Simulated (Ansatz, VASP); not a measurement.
## Be3ZnO: VASP beside Ansatz

The input INCAR:

```
SYSTEM = Be3ZnO
PREC = Accurate ; ENCUT = 600
EDIFF = 1E-6 ; ISMEAR = 0
SIGMA = 0.1 ; LREAL = .False.
LASPH = .True. ; NELM = 100
ALGO = Normal ; ISIF = 3
LWAVE = .False. ; LCHARG = .False.
GGA = PE ; IBRION = 2
NSW = 90 ; EDIFFG = -0.04
```

The input KPOINTS:

```
regular mesh
0
Gamma
  6 6 4
  0 0 0
```

Contents of POSCAR:

```
Be3ZnO
1.0
    3.2752578800      0.0000000000      0.0000000000
   -1.6376289400      2.8364565300      0.0000000000
    0.0000000000      0.0000000000      5.5750652800
Be Zn O
3 1 1
Direct
    0.0000000000      0.0000000000      0.1752381600
    0.0000000000      0.0000000000      0.8247618400
    0.3333333300      0.6666666700      0.5000000000
    0.6666666700      0.3333333300      0.5000000000
    0.3333333300      0.6666666700      0.0000000000
```

Input for Ansatz:

```yaml
crystal:
  lattice:
    - [3.27525788, 0.0, 0.0]
    - [-1.63762894, 2.83645653, 0.0]
    - [0.0, 0.0, 5.57506528]
  atoms:
    - { symbol: Be, position: [0.0, 0.0, 0.17523816] }
    - { symbol: Be, position: [0.0, 0.0, 0.82476184] }
    - { symbol: Be, position: [0.33333333, 0.66666667, 0.5] }
    - { symbol: Zn, position: [0.66666667, 0.33333333, 0.5] }
    - { symbol: O, position: [0.33333333, 0.66666667, 0.0] }
basis:
  ecutwfc: 420
kpoints:
  mp_grid: { grid: [6, 6, 4] }
hamiltonian:
  xc: pbe
scf:
  occupations: { method: gaussian, width: 0.1 }
  lower_state_search: "off"
output:
  forces: true
  stress: true
  eigenvalues: true
relax:
  adjacent_minimum: "off"
  f_tol: 0.04
  max_steps: 70
  cell: { stress_tol: 0.4 }
```

Alike in both runs: task relaxation of cell and atoms; functional PBE; k mesh 6 × 6 × 4; occupations gaussian, width 0.1 eV; no spin polarisation.

```csv
,VASP,Ansatz
version,VASP 6.6.1,Ansatz 0.2.0
potentials or method,"VASP PAW PBE potentials, release 64 (Be, Zn, O), cutoff 600 eV","scalar-relativistic, plane waves, PAW"
valence electrons in the cell,24,24
```

```tsv
	VASP	Ansatz	Ansatz less VASP
gap on the k mesh at the Fermi level, each at its own relaxed structure (eV)	none	none	-
relaxed volume (Å³/atom)	10.30	10.29	-0.016
relaxed cell length with the largest relative difference (Å)	4.174	4.171	-0.0036
```

A gap of «none» marks a metal or a gap that the smearing closes.

The k mesh is coarse, so the values compare programs but aren't converged.
